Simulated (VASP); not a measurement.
AlNi, 2 atoms in the cell. The structure is tetragonal, space group P4/mmm (No. 123). Conventional cell: a = 2.763 Å, b = 2.763 Å, c = 3.022 Å, α = 90.00°, β = 90.00°, γ = 90.00°. Al (site symmetry 4/mmm) has 8 Ni at 2.47 Å and 6 Al at 2.76 to 3.02 Å within 3.3 Å. Within 3.3 Å of Ni (site symmetry 4/mmm) lie 8 Al at 2.47 Å and 6 Ni at 2.76 to 3.02 Å. 

```yaml
Program: VASP 6.6.1
Task: single point
Functional: PBEsol
Potentials_or_basis: VASP PAW PBE potentials, release 64 (Al, Ni)
Cutoff: 520 eV
k_mesh: 16 × 16 × 16
Occupations: gaussian, width 0.15 eV
Spin: no spin polarisation
Dipole_correction: no
Further_INCAR_settings: ALGO = Fast; EDIFF = 1e-06; NBANDS = 14
```

Potentials or basis: VASP PAW PBE potentials, release 64 (Al, Ni).

Command:

```console
$ cat potpaw_PBE.64/Al/POTCAR potpaw_PBE.64/Ni/POTCAR > POTCAR
$ mpirun -np 1 vasp_std > vasp.out
```

Hardware: 1 thread of AMD EPYC 9R45 96-Core Processor (Zen 5), on a shared host.

Task: Estimate the wall time of this run.

Result: Wall time 120 s on 1 thread of AMD EPYC 9R45 96-Core Processor (Zen 5) (shared host), peak memory 0.29 GiB. Counts: scf iterations 15, k points 657.
